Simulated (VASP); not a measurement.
# GaN in VASP: a series of runs

Runs on GaN. Level: r2SCAN. Tasks: single point.

Program: VASP 6.6.1. These are calculated values, not measurements. Logs are shortened: lines on timing, memory, paths and dates and some standing lists are left out, and cuts for length are marked.

**1. The cell of the first run**

The structure is tetragonal, space group I4/mmm (No. 139). The conventional cell has a = 2.982 Å, b = 2.982 Å, c = 4.259 Å, α = 90.00°, β = 90.00°, γ = 90.00°. Ga (site symmetry 4/mmm) has 6 N at 2.11 to 2.13 Å within 2.8 Å. Within 2.8 Å of N (site symmetry 4/mmm) lie 6 Ga at 2.11 to 2.13 Å.

**2. Single point, r2SCAN (uniaxial z strain +1.0%)**

POSCAR reads:

```
GaN
1.0
    0.0000000000      2.1085152343      2.1296003866
    2.1085152343      0.0000000000      2.1296003866
    2.1085152343      2.1085152343      0.0000000000
Ga N
1 1
Direct
    0.0000000000      0.0000000000      0.0000000000
    0.5000000000      0.5000000000      0.5000000000
```

INCAR.step1 reads:

```
PREC = Accurate
ENCUT = 520
ISMEAR = 0
SIGMA = 0.01
LREAL = False
LASPH = True
NELM = 60
NBANDS = 16
GGA = PE
ALGO = Normal
EDIFF = 1E-4
LWAVE = True
LCHARG = False
```

INCAR.step2 reads:

```
PREC = Accurate
ENCUT = 520
EDIFF = 1E-7
ISMEAR = 0
SIGMA = 0.01
LREAL = False
LASPH = True
NELM = 60
ALGO = Normal
ISIF = 2
LWAVE = False
LCHARG = False
METAGGA = R2SCAN
LMIXTAU = True
NBANDS = 16
ISTART = 1
```

KPOINTS reads:

```
regular mesh
0
Gamma
  10 10 10
```

Potentials or basis: VASP PAW PBE potentials, release 64 (Ga_d, N).

Command:

```console
$ cat potpaw_PBE.64/Ga_d/POTCAR potpaw_PBE.64/N/POTCAR > POTCAR
$ cp INCAR.step1 INCAR
$ mpirun -np 1 vasp_std > vasp.out
$ cp INCAR.step2 INCAR
$ mpirun -np 1 vasp_std > vasp.out
```

OUTCAR:

```text
PREC = Accurate
   ENCUT = 520
   EDIFF = 1E-7
   ISMEAR = 0
   LREAL = False
   LASPH = True
   NELM = 60
   ISIF = 2
   METAGGA = R2SCAN
   ISTART = 1

 ion  position               nearest neighbor table
   1  0.000  0.000  0.000-   2 2.11   2 2.11   2 2.11   2 2.11   2 2.13   2 2.13
   2  0.500  0.500  0.500-   1 2.11   1 2.11   1 2.11   1 2.11   1 2.13   1 2.13

  LATTYP: Found a body centered tetragonal cell.
 ALAT       =     2.9818908408
 C/A-ratio  =     1.4283556980

  Lattice vectors:

 A1 = (  -2.1085152343,   0.0000000000,   2.1296003866)
 A2 = (   2.1085152343,   0.0000000000,   2.1296003866)
 A3 = (   0.0000000000,   2.1085152343,  -2.1296003866)

Analysis of symmetry for initial positions (statically):
=====================================================================
 Subroutine PRICEL returns:
 Original cell was already a primitive cell.

 Routine SETGRP: Setting up the symmetry group for a
 body centered tetragonal supercell.

 Subroutine GETGRP returns: Found 16 space group operations
 (whereof 16 operations were pure point group operations)
 out of a pool of 16 trial point group operations.

The static configuration has the point symmetry D_4h.

Analysis of symmetry for dynamics (positions and initial velocities):
=====================================================================
 Subroutine PRICEL returns:
 Original cell was already a primitive cell.

 Routine SETGRP: Setting up the symmetry group for a
 body centered tetragonal supercell.

 Subroutine GETGRP returns: Found 16 space group operations
 (whereof 16 operations were pure point group operations)
 out of a pool of 16 trial point group operations.

The dynamic configuration has the point symmetry D_4h.

 Subroutine INISYM returns: Found 16 space group operations
 (whereof 16 operations are pure point group operations),
 and found     1 'primitive' translations

----------------------------------------------------------------------------------------

                                     Primitive cell

  volume of cell :      18.9357

  direct lattice vectors                    reciprocal lattice vectors
     0.000000000  2.108515234  2.129600387    -0.237133691  0.237133691  0.234785833
     2.108515234  0.000000000  2.129600387     0.237133691 -0.237133691  0.234785833
     2.108515234  2.108515234  0.000000000     0.237133691  0.237133691 -0.234785833

  length of vectors
     2.996837383  2.996837383  2.981890841     0.409376553  0.409376553  0.409376553

  position of ions in fractional coordinates (direct lattice)
     0.000000000  0.000000000  0.000000000
     0.500000000  0.500000000  0.500000000

  ion indices of the primitive-cell ions
   primitive index   ion index
                 1           1
                 2           2

----------------------------------------------------------------------------------------

 KPOINTS: regular mesh

Automatic generation of k-mesh.
 Grid dimensions read from file:
 generate k-points for:   10   10   10

 Generating k-lattice:

  Cartesian coordinates                     Fractional coordinates (reciprocal lattice)
    -0.023713369  0.023713369  0.023478583     0.100000000  0.000000000  0.000000000
     0.023713369 -0.023713369  0.023478583     0.000000000  0.100000000  0.000000000
     0.023713369  0.023713369 -0.023478583    -0.000000000 -0.000000000  0.100000000

  Length of vectors
     0.040937655  0.040937655  0.040937655

  Shift w.r.t. Gamma in fractional coordinates (k-lattice)
     0.000000000  0.000000000  0.000000000

 Subroutine IBZKPT returns following result:
 ===========================================

 Found    102 irreducible k-points:

 Following reciprocal coordinates:
            Coordinates               Weight
  0.000000  0.000000  0.000000      1.000000
  0.100000 -0.000000  0.000000      8.000000
  0.200000 -0.000000  0.000000      8.000000
  0.300000  0.000000  0.000000      8.000000
  0.400000 -0.000000  0.000000      8.000000
  0.500000 -0.000000  0.000000      4.000000
[... 16 lines left out ...]
  0.300000  0.300000  0.000000      2.000000
  0.400000  0.300000  0.000000      8.000000
 [... further k-points ...]
   k-points           NKPTS =    102   k-points in BZ     NKDIM =    102   number of bands    NBANDS=     16
   number of dos      NEDOS =    301   number of ions     NIONS =      2
   total plane-waves  NPLWV =  13824
   dimension x,y,z NGX =    24 NGY =   24 NGZ =   24
   dimension x,y,z NGXF=    48 NGYF=   48 NGZF=   48
   ions per type =               1   1
   NGX,Y,Z   is equivalent  to a cutoff of  13.31, 13.31, 13.38 a.u.
   NGXF,Y,Z  is equivalent  to a cutoff of  26.63, 26.63, 26.76 a.u.
 SYSTEM =  unknown system
   PREC   = accura    normal or accurate (medium, high low for compatibility)
   ISTART =      1    job   : 0-new  1-cont  2-samecut
   ICHARG =      0    charge: 1-file 2-atom 10-const
   ISPIN  =      1    spin polarized calculation?
   LNONCOLLINEAR =      F non collinear calculations
   LSORBIT =      F    spin-orbit coupling
   LASPH  =      T    aspherical Exc in radial PAW
   ENCUT  =  520.0 eV  38.22 Ry    6.18 a.u.   5.57  5.57  5.54*2*pi/ulx,y,z
   NELM   =     60;   NELMIN=  2; NELMDL=  0     # of ELM steps
   EDIFF  = 0.1E-06   stopping-criterion for ELM
   LREAL  =      F    real-space projection
   EDIFFG = 0.1E-05   stopping-criterion for IOM
   NSW    =      0    number of steps for IOM
   IBRION =     -1    ionic relax: 0-MD 1-quasi-New 2-CG
   NFREE  =      0    steps in history (QN), initial steepest desc. (CG)
   ISIF   =      2    stress and relaxation
   ISYM   =      2    0-nonsym 1-usesym 2-fastsym
   POTIM  = 0.5000    time-step for ionic-motion
   TEBEG  =    0.0;   TEEND  =   0.0 temperature during run
   PSTRESS=    0.0 pullay stress
   NELECT =      18.0000    total number of electrons
   NUPDOWN=      -1.0000    fix difference up-down
   EMIN   =  10.00;   EMAX   =-10.00  energy-range for DOS
   EFERMI =   0.00;   METHOD = LEGACY
   ISMEAR =     0;   SIGMA  =   0.01  broadening in eV -4-tet -1-fermi 0-gaus
   EFERMI_NEDOS =   21; number of points for ismear=-14 and -15
   IALGO  =     38    algorithm
   IMIX   =      4    mixing-type and parameters
     AMIX     =   0.40;   BMIX     =  1.00
     AMIX_MAG =   1.60;   BMIX_MAG =  1.00
  volume/ion in A,a.u.               =       9.47        63.89
  Fermi-wavevector in a.u.,A,eV,Ry     =   1.609676  3.041847 35.253468  2.591057
  Thomas-Fermi vector in A             =   2.705348
   LORBIT       =      0    0 simple, 1 ext, 2 COOP (PROOUT), +10 PAW based schemes
   METAGGA = R2SCAN    functional components
   LHFCALC =     F    Hartree Fock is set to
   AEXX    =    0.0000 exact exchange contribution
   IVDW    =     0    specifies the selected vdW correction
   LEPSILON=     F    determine dielectric tensor
   LRPA    =     F    only Hartree local field effects (RPA)
 non-spin polarized calculation
 Gauss-broadening in eV      SIGMA  =   0.01
  energy-cutoff  :      520.00
  volume of cell :       18.94
 maximum number of plane-waves:       532
 NGX is ok and might be reduce to    24
   NGX = 11   NGY = 11   NGZ = 11

 number of electron      18.0000009 magnetization

 Free energy of the ion-electron system (eV)
  ---------------------------------------------------
  ext. energy  EPLUGINS =         0.00000000
  ---------------------------------------------------
  free energy    TOTEN  =       -20.97557683 eV

  energy without entropy =      -20.97557683  energy(sigma->0) =      -20.97557683

 E-fermi :   7.7337     XC(G=0): -14.1546

 val. band max:        7.6170308912   @ k =  -0.2000   0.2000   0.0000
 cond. band min:       8.6724446328   @ k =   0.5000   0.0000   0.5000
 fundamental gap:      1.0554137416
 Fermi energy:         7.7337086898

 k-point     1 :       0.0000    0.0000    0.0000
  band No.  band energies     occupation
      1     -10.4138      2.00000
      2      -6.7713      2.00000
      3      -6.7670      2.00000
      4      -6.7670      2.00000
      5      -6.7077      2.00000
      6      -6.6938      2.00000
[... 8 lines left out ...]
     15      24.6372      0.00000
     16      24.6373      0.00000

 k-point     2 :       0.1000   -0.0000    0.0000
  band No.  band energies     occupation
      1     -10.2186      2.00000
      2      -6.7760      2.00000
      3      -6.7634      2.00000
      4      -6.7593      2.00000
      5      -6.7175      2.00000
      6      -6.7069      2.00000
[... 8 lines left out ...]
     15      24.4888      0.00000
     16      24.5098      0.00000

 k-point     3 :       0.2000   -0.0000    0.0000
  band No.  band energies     occupation
      1      -9.6543      2.00000
      2      -6.8061      2.00000
      3      -6.7974      2.00000
      4      -6.7961      2.00000
      5      -6.6836      2.00000
      6      -6.6824      2.00000
[... 8 lines left out ...]
     15      25.4515      0.00000
     16      25.4742      0.00000

 k-point     4 :       0.3000    0.0000    0.0000
  band No.  band energies     occupation
      1      -8.8024      2.00000
      2      -6.8776      2.00000
      3      -6.8707      2.00000
      4      -6.8271      2.00000
      5      -6.6244      2.00000
      6      -6.6214      2.00000
[... 8 lines left out ...]
     15      27.3327      0.00000
     16      27.3485      0.00000
[... 324 lines left out ...]
 k-point    22 :      -0.2000    0.2000    0.0000
  band No.  band energies     occupation
      1      -8.6591      2.00000
      2      -6.8740      2.00000
      3      -6.8612      2.00000
      4      -6.8057      2.00000
      5      -6.6640      2.00000
      6      -6.4309      2.00000
[... 8 lines left out ...]
     15      27.4183      0.00000
     16      29.7212      0.00000

 k-point    23 :       0.3000    0.3000    0.0000
  band No.  band energies     occupation
      1      -8.9456      2.00000
      2      -6.8802      2.00000
      3      -6.6262      2.00000
      4      -6.6059      2.00000
      5      -6.6059      2.00000
      6      -6.2368      2.00000
[... 8 lines left out ...]
     15      32.6107      0.00000
     16      34.3175      0.00000

 k-point    24 :       0.4000    0.3000    0.0000
  band No.  band energies     occupation
      1      -8.7469      2.00000
      2      -6.8923      2.00000
      3      -6.6570      2.00000
      4      -6.5937      2.00000
      5      -6.5476      2.00000
      6      -5.6335      2.00000
[... 8 lines left out ...]
     15      33.4606      0.00000
     16      34.8762      0.00000

 [... further k-points ...]
[... 5 lines left out ...]
  --------------------------------------------------------------------------------------
  -------------------------------------------------------------------------------------
  Total       -0.0503001     -0.0503001     -0.2703571      0.0000000      0.0000000      0.0000000
  in kB       -4.2559636     -4.2559636    -22.8752948      0.0000000      0.0000000      0.0000000
  external PRESSURE =     -10.4624074 kB  Pullay stress =       0.0000000 kB

 VOLUME and BASIS-vectors are now :
 -----------------------------------------------------------------------------
  energy-cutoff  :      520.00
  volume of cell :       18.94
      direct lattice vectors                 reciprocal lattice vectors
     0.000000000  2.108515234  2.129600387    -0.237133691  0.237133691  0.234785833
     2.108515234  0.000000000  2.129600387     0.237133691 -0.237133691  0.234785833
     2.108515234  2.108515234  0.000000000     0.237133691  0.237133691 -0.234785833

 POSITION                                       TOTAL-FORCE (eV/Angst)
 -----------------------------------------------------------------------------------
      0.00000      0.00000      0.00000        -0.000000      0.000000     -0.000000
      2.10852      2.10852      2.12960         0.000000     -0.000000      0.000000
 -----------------------------------------------------------------------------------
    total drift:                                0.000000     -0.000000     -0.000000

  FREE ENERGIE OF THE ION-ELECTRON SYSTEM (eV)
  ---------------------------------------------------
  free  energy   TOTEN  =       -20.9755768348 eV

  energy  without entropy=      -20.9755768348  energy(sigma->0) =      -20.97557683
```

It took 67 s on 1 thread of Intel Xeon Platinum 8488C (Sapphire Rapids), shared host; peak memory 0.16 GiB.

Results:

* Free energy: -20.9756 eV
* Pressure: -1.0 GPa
* Band gap on the k mesh: 1.06 eV, indirect (least direct gap 3.22 eV)

Caveat: the cell differs from its parent crystal (uniaxial z strain +1.0%); the PAW data sets were made with another functional, which shifts forces and pressure a little. A k mesh can miss the band edges.

**3. Single point, r2SCAN (uniaxial z strain +2.0%)**

POSCAR reads:

```
GaN
1.0
    0.0000000000      2.1085152343      2.1506855390
    2.1085152343      0.0000000000      2.1506855390
    2.1085152343      2.1085152343      0.0000000000
Ga N
1 1
Direct
    0.0000000000      0.0000000000      0.0000000000
    0.5000000000      0.5000000000      0.5000000000
```

INCAR.step1 reads:

```
SYSTEM = GaN
PREC = Accurate
ENCUT = 520
ISMEAR = 0
SIGMA = 0.01
LREAL = .FALSE.
LASPH = .TRUE.
NELM = 100
NBANDS = 16
GGA = PE
ALGO = Normal
EDIFF = 1E-4
LWAVE = .TRUE.
LCHARG = .FALSE.
```

INCAR.step2 reads:

```
SYSTEM = GaN
PREC = Accurate
ENCUT = 520
EDIFF = 1E-6
ISMEAR = 0
SIGMA = 0.01
LREAL = .FALSE.
LASPH = .TRUE.
NELM = 100
ALGO = Normal
ISIF = 2
LWAVE = .FALSE.
LCHARG = .TRUE.
METAGGA = R2SCAN
LMIXTAU = .TRUE.
LELF = .TRUE.
LVHAR = .TRUE.
NBANDS = 16
ISTART = 1
```

KPOINTS reads:

```
regular mesh
0
G
  10 10 10
  0 0 0
```

Potentials or basis: VASP PAW PBE potentials, release 64 (Ga_d, N).

Command:

```console
$ cat potpaw_PBE.64/Ga_d/POTCAR potpaw_PBE.64/N/POTCAR > POTCAR
$ cp INCAR.step1 INCAR
$ mpirun -np 1 vasp_std > vasp.out
$ cp INCAR.step2 INCAR
$ mpirun -np 1 vasp_std > vasp.out
```

Wall time 54 s (1 thread of Intel Xeon Platinum 8488C (Sapphire Rapids), shared host); peak memory 0.16 GiB.

The run converged. Its results:

* Free energy: -20.9710 eV
* Pressure: -3.3 GPa
* Band gap on the k mesh: 0.94 eV, indirect (least direct gap 3.03 eV)

Stress tensor (GPa, compression positive):
```
-2.15  0.00  0.00
 0.00 -2.15  0.00
 0.00  0.00 -5.57
```

Levels at points of the mesh, in eV from the valence-band top:
```
           k point  band 6  band 7  band 8  band 9  band 10  band 11  band 12  band 13
(0.00, 0.00, 0.00)  -14.33   -0.59   -0.59   -0.41     2.62    15.25    15.42    15.42
(0.50, 0.00, 0.00)  -14.20   -8.30   -0.25   -0.15     5.28     9.53     9.92    10.12
(0.50, 0.50, 0.00)  -11.73   -7.17   -3.01   -3.01     1.14     8.62    12.72    15.61
(0.50, 0.00, 0.50)  -11.54   -7.13   -3.27   -2.99     0.94     8.39    12.98    15.08
```

Caveat: the cell differs from its parent crystal (uniaxial z strain +2.0%); the PAW data sets were made with another functional, which shifts forces and pressure a little. A k mesh can miss the band edges.

[end of part 1 of 2]
